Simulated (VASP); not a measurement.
# GaAsH3 in VASP: single point with PBE

Aim: the single point of GaAsH3 with PBE.

All numbers are computed with VASP 6.6.1; they aren't measurements. Logs are shortened: lines on timing, memory, paths and dates and some standing lists are left out, and cuts for length are marked.

## (1) The cell of the first run

The cell holds a wire with vacuum, 20 atoms: a = 15.100 Å, b = 16.900 Å, c = 5.897 Å, α = 90.00°, β = 90.00°, γ = 90.00°.

## (2) Single point, PBE

Contents of INCAR:

```
PREC = Accurate
ENCUT = 520
EDIFF = 1E-6
ISMEAR = 0
SIGMA = 0.05
LREAL = Auto
LASPH = T
NELM = 60
ALGO = Normal
ISIF = 2
LWAVE = F
LCHARG = F
GGA = PE
NBANDS = 58
```

Contents of KPOINTS:

```
Automatic mesh
0
Gamma
  1 1 10
```

Contents of POSCAR:

```
GaAsH3
1.0
   15.1000000000      0.0000000000      0.0000000000
    0.0000000000     16.9000000000      0.0000000000
    0.0000000000      0.0000000000      5.8966603921
Ga As H
4 4 12
Direct
    0.6551883222      0.5000000000      0.0000000000
    0.4625475728      0.5000000000      0.5000000000
    0.4448338752      0.3192748750     -0.0398166039
    0.4448338752      0.6807251250      0.0398166039
    0.3733893504      0.5925677075      0.7381979264
    0.3733893504      0.4074322925      0.2618020736
    0.5437075031      0.5801624366      0.2226178058
    0.5437075031      0.4198375634      0.7773821942
    0.7022071249      0.5573475688      0.8310386457
    0.7022071249      0.4426524312      0.1689613543
    0.2964097784      0.5455206170      0.8350446128
    0.3194874428      0.6423094450      0.5744831851
    0.2964097784      0.4544793830      0.1649553872
    0.3194874428      0.3576905550      0.4255168149
    0.5982048570      0.6316611281      0.3819956231
    0.3676637393      0.2946097480      0.7984013297
    0.5022145743      0.2616888264      0.1053764809
    0.3676637393      0.7053902520      0.2015986703
    0.5022145743      0.7383111736      0.8946235191
    0.5982048570      0.3683388719      0.6180043769
```

Potentials or basis: VASP PAW PBE potentials, release 64 (Ga_d, As, H).

The run is started by

```
$ cat potpaw_PBE.64/Ga_d/POTCAR potpaw_PBE.64/As/POTCAR potpaw_PBE.64/H/POTCAR > POTCAR
$ mpirun -np 1 vasp_std > vasp.out
```

OUTCAR:

```text
PREC = Accurate
   ENCUT = 520
   EDIFF = 1E-6
   ISMEAR = 0
   LREAL = Auto
   LASPH = T
   NELM = 60
   ISIF = 2
   GGA = PE

 ion  position               nearest neighbor table
   1  0.655  0.500  0.000-   9 1.56  10 1.56   7 2.53   8 2.53
   2  0.463  0.500  0.500-   7 2.45   8 2.45   5 2.50   6 2.50
   3  0.445  0.319  0.960-  17 1.56  16 1.56   8 2.51   6 2.56
   4  0.445  0.681  0.040-  19 1.56  18 1.56   7 2.51   5 2.56
   5  0.373  0.593  0.738-  12 1.52  11 1.52   2 2.50   4 2.56
   6  0.373  0.407  0.262-  14 1.52  13 1.52   2 2.50   3 2.56
   7  0.544  0.580  0.223-  15 1.52   2 2.45   4 2.51   1 2.53
   8  0.544  0.420  0.777-  20 1.52   2 2.45   3 2.51   1 2.53
   9  0.702  0.557  0.831-   1 1.56
  10  0.702  0.443  0.169-   1 1.56
  11  0.296  0.546  0.835-   5 1.52
  12  0.319  0.642  0.574-   5 1.52
  13  0.296  0.454  0.165-   6 1.52
  14  0.319  0.358  0.426-   6 1.52
  15  0.598  0.632  0.382-   7 1.52
  16  0.368  0.295  0.798-   3 1.56
  17  0.502  0.262  0.105-   3 1.56
  18  0.368  0.705  0.202-   4 1.56
  19  0.502  0.738  0.895-   4 1.56
  20  0.598  0.368  0.618-   8 1.52

  LATTYP: Found a simple orthorhombic cell.
 ALAT       =     5.8966603921
 B/A-ratio  =     2.5607715208
 C/A-ratio  =     2.8660290531

  Lattice vectors:

 A1 = (   0.0000000000,   0.0000000000,   5.8966603921)
 A2 = (  15.1000000000,   0.0000000000,   0.0000000000)
 A3 = (   0.0000000000,  16.9000000000,   0.0000000000)

Analysis of symmetry for initial positions (statically):
=====================================================================
 Subroutine PRICEL returns:
 Original cell was already a primitive cell.

 Routine SETGRP: Setting up the symmetry group for a
 simple orthorhombic supercell.

 Subroutine GETGRP returns: Found  2 space group operations
 (whereof  2 operations were pure point group operations)
 out of a pool of  8 trial point group operations.

The static configuration has the point symmetry C_2 .

Analysis of symmetry for dynamics (positions and initial velocities):
=====================================================================
 Subroutine PRICEL returns:
 Original cell was already a primitive cell.

 Routine SETGRP: Setting up the symmetry group for a
[... 123 lines left out ...]
   EDIFF  = 0.1E-05   stopping-criterion for ELM
   LREAL  =      T    real-space projection
   EDIFFG = 0.1E-04   stopping-criterion for IOM
   NSW    =      0    number of steps for IOM
   IBRION =     -1    ionic relax: 0-MD 1-quasi-New 2-CG
   NFREE  =      0    steps in history (QN), initial steepest desc. (CG)
   ISIF   =      2    stress and relaxation
   ISYM   =      2    0-nonsym 1-usesym 2-fastsym
   POTIM  = 0.5000    time-step for ionic-motion
   TEBEG  =    0.0;   TEEND  =   0.0 temperature during run
   PSTRESS=    0.0 pullay stress
   NELECT =      84.0000    total number of electrons
   NUPDOWN=      -1.0000    fix difference up-down
   EMIN   =  10.00;   EMAX   =-10.00  energy-range for DOS
   EFERMI =   0.00;   METHOD = LEGACY
   ISMEAR =     0;   SIGMA  =   0.05  broadening in eV -4-tet -1-fermi 0-gaus
   EFERMI_NEDOS =   21; number of points for ismear=-14 and -15
   IALGO  =     38    algorithm
   IMIX   =      4    mixing-type and parameters
     AMIX     =   0.40;   BMIX     =  1.00
     AMIX_MAG =   1.60;   BMIX_MAG =  1.00
  volume/ion in A,a.u.               =      75.24       507.73
  Fermi-wavevector in a.u.,A,eV,Ry     =   0.625669  1.182343  5.326161  0.391462
  Thomas-Fermi vector in A             =   1.686655
   LORBIT       =      0    0 simple, 1 ext, 2 COOP (PROOUT), +10 PAW based schemes
   GGA     = PE    functional components
   LHFCALC =     F    Hartree Fock is set to
   AEXX    =    0.0000 exact exchange contribution
   IVDW    =     0    specifies the selected vdW correction
   LEPSILON=     F    determine dielectric tensor
   LRPA    =     F    only Hartree local field effects (RPA)
 non-spin polarized calculation
 Gauss-broadening in eV      SIGMA  =   0.05
  energy-cutoff  :      520.00
  volume of cell :     1504.77
 maximum number of plane-waves:     40580
   NGX = 57   NGY = 63   NGZ = 21

 number of electron      83.9999972 magnetization

 Free energy of the ion-electron system (eV)
  ---------------------------------------------------
  ext. energy  EPLUGINS =         0.00000000
  ---------------------------------------------------
  free energy    TOTEN  =       -69.79344129 eV

  energy without entropy =      -69.79344129  energy(sigma->0) =      -69.79344129

 E-fermi :  -4.8140     XC(G=0):  -2.2713

 val. band max:       -5.0494137012   @ k =   0.0000   0.0000   0.0000
 cond. band min:      -1.2668557088   @ k =   0.0000   0.0000   0.4000
 fundamental gap:      3.7825579924
 Fermi energy:        -4.8140262206

 k-point     1 :       0.0000    0.0000    0.0000
  band No.  band energies     occupation
      1     -18.4934      2.00000
      2     -18.4897      2.00000
      3     -18.4523      2.00000
      4     -18.4055      2.00000
      5     -18.3967      2.00000
      6     -17.9555      2.00000
[... 331 lines left out ...]
     53       0.9841      0.00000
     54       1.0195      0.00000
 [bands above 54 left out]

------------------------ aborting loop because EDIFF is reached ----------------------------------------

  FORCE on cell =-STRESS in cart. coord.  units (eV):
  Direction    XX          YY          ZZ          XY          YZ          ZX
  --------------------------------------------------------------------------------------
  -------------------------------------------------------------------------------------
  Total        0.2441394      0.2002406      0.2085808      0.0000000     -0.0411865      0.0000000
  in kB        0.2599433      0.2132028      0.2220830      0.0000000     -0.0438527      0.0000000
  external PRESSURE =       0.2317430 kB  Pullay stress =       0.0000000 kB

 VOLUME and BASIS-vectors are now :
 -----------------------------------------------------------------------------
  energy-cutoff  :      520.00
  volume of cell :     1504.77
      direct lattice vectors                 reciprocal lattice vectors
    15.100000000  0.000000000  0.000000000     0.066225166  0.000000000  0.000000000
     0.000000000 16.900000000  0.000000000     0.000000000  0.059171598  0.000000000
     0.000000000  0.000000000  5.896660392     0.000000000  0.000000000  0.169587518

 POSITION                                       TOTAL-FORCE (eV/Angst)
 -----------------------------------------------------------------------------------
      9.89334      8.45000      0.00000         0.033995      0.000000      0.000000
      6.98447      8.45000      2.94833         0.000646      0.000000      0.000000
      6.71699      5.39575      5.66188         0.009016     -0.039682      0.000946
      6.71699     11.50425      0.23478         0.009016      0.039682     -0.000946
      5.63818     10.01439      4.35290         0.093477      0.000561      0.029364
      5.63818      6.88561      1.54376         0.093477     -0.000561     -0.029364
[... 12 lines left out ...]
      7.58344     12.47746      5.27529        -0.009903     -0.012958      0.012305
      9.03289      6.22493      3.64416         0.049841     -0.045225     -0.053325
 -----------------------------------------------------------------------------------
    total drift:                               -0.018334      0.000000     -0.000016

  FREE ENERGIE OF THE ION-ELECTRON SYSTEM (eV)
  ---------------------------------------------------
  free  energy   TOTEN  =       -69.7934412919 eV

  energy  without entropy=      -69.7934412919  energy(sigma->0) =      -69.79344129
```

stdout:

```text
POSCAR found type information on POSCAR GaAsH
 POSCAR found :  3 types and      20 ions
 scaLAPACK will be used
 LDA part: xc-table for (Slater+PW92), standard interpolation
 POSCAR, INCAR and KPOINTS ok, starting setup
 FFT: planning ... GRIDC
 FFT: planning ... GRID_SOFT
 FFT: planning ... GRID
 WAVECAR not read
 entering main loop
```

It took 10 min on 1 thread of Intel Xeon 6975P-C (Granite Rapids), shared host; peak memory 1.4 GiB.

Results:

```
Free energy            : -69.7934 eV
Largest force          : 0.098 eV/Å
Band gap on the k mesh : 3.78 eV, indirect (least direct gap 3.87 eV)
```

Forces on the atoms (eV/Å):
```
Ga   0.034  0.000  0.000
Ga   0.001  0.000  0.000
Ga   0.009 -0.040  0.001
Ga   0.009  0.040 -0.001
As   0.093  0.001  0.029
As   0.093 -0.001 -0.029
As  -0.036 -0.033 -0.055
As  -0.036  0.033  0.055
H   -0.012 -0.005  0.013
H   -0.012  0.005 -0.013
H   -0.074 -0.052  0.026
H   -0.050  0.053 -0.054
H   -0.074  0.052 -0.026
H   -0.050 -0.053  0.054
H    0.050  0.045  0.053
H    0.013  0.012  0.016
H   -0.010  0.013 -0.012
H    0.013 -0.012 -0.016
H   -0.010 -0.013  0.012
H    0.050 -0.045 -0.053
```
